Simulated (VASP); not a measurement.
Wanted: the native input for a VASP 6.6.1 run.

| Property | Result |
| --- | --- |
| Task | single point |
| Functional | PBEsol |
| Potentials or basis | VASP PAW PBE potentials, release 64 (Si) |
| Cutoff | 520 eV |
| k mesh | 3 × 3 × 3 |
| Occupations | gaussian, width 0.02 eV |
| Spin | no spin polarisation |
| Dipole correction | no |
| Further INCAR settings | LREAL = Auto; ALGO = Normal; EDIFF = 1e-07; NBANDS = 43 |

The structure of Si (a cell with a defect) lies in POSCAR:

```
Si
1.0
    0.0000000000      5.4338342766     -5.4338342766
    5.4338342766      5.4338342766      0.0000000000
    5.4338342766      0.0000000000     -5.4338342766
Si
15
Direct
    0.2479418220     -0.2438254660      0.2479418220
    0.1248712257      0.6251287743      0.1248712257
    0.6251287743      0.1248712257      0.1248712257
    0.6251287743      0.6251287743      0.1248712257
    0.1248712257      0.1248712257      0.6251287743
    0.1248712257      0.6251287743      0.6251287743
    0.6251287743      0.1248712257      0.6251287743
    0.6250000000      0.6250000000      0.6250000000
    0.2479418220      0.2479418220      0.2479418220
    0.7500644907      0.7500644907      0.2498065279
    0.7561745340      0.2479418220      0.2479418220
    0.2498065279      0.7500644907      0.7500644907
    0.2479418220      0.2479418220      0.7561745340
    0.7500644907      0.7500644907      0.7500644907
    0.7500644907      0.2498065279      0.7500644907
```

One way to write it, as run:

INCAR

```
PREC = Accurate ; ENCUT = 520
EDIFF = 1E-7 ; ISMEAR = 0
SIGMA = 0.02 ; LREAL = Auto
LASPH = True ; NELM = 60
ALGO = Normal ; ISIF = 2
LWAVE = False ; LCHARG = True
GGA = PS ; LELF = True
LVHAR = True ; NBANDS = 43
```

KPOINTS

```
Automatic mesh
0
Gamma
  3 3 3
```

Potentials or basis: VASP PAW PBE potentials, release 64 (Si).

Run with:

```bash
$ cat potpaw_PBE.64/Si/POTCAR > POTCAR
$ mpirun -np 1 vasp_std > vasp.out
```

Results of the run:

```
Pressure               : -2.0 GPa
Largest force          : 0.007 eV/Å
Band gap on the k mesh : zero (band 30 reaches 5.94 eV, above the bottom of band 31 at 5.24 eV)
```

Caveat: the PAW data sets were made with another functional, which shifts forces and pressure a little.

Wall time 69 s on 1 thread of Intel(R) Xeon(R) 6975P-C (Granite Rapids), with other jobs on the host, peak memory 0.43 GiB.
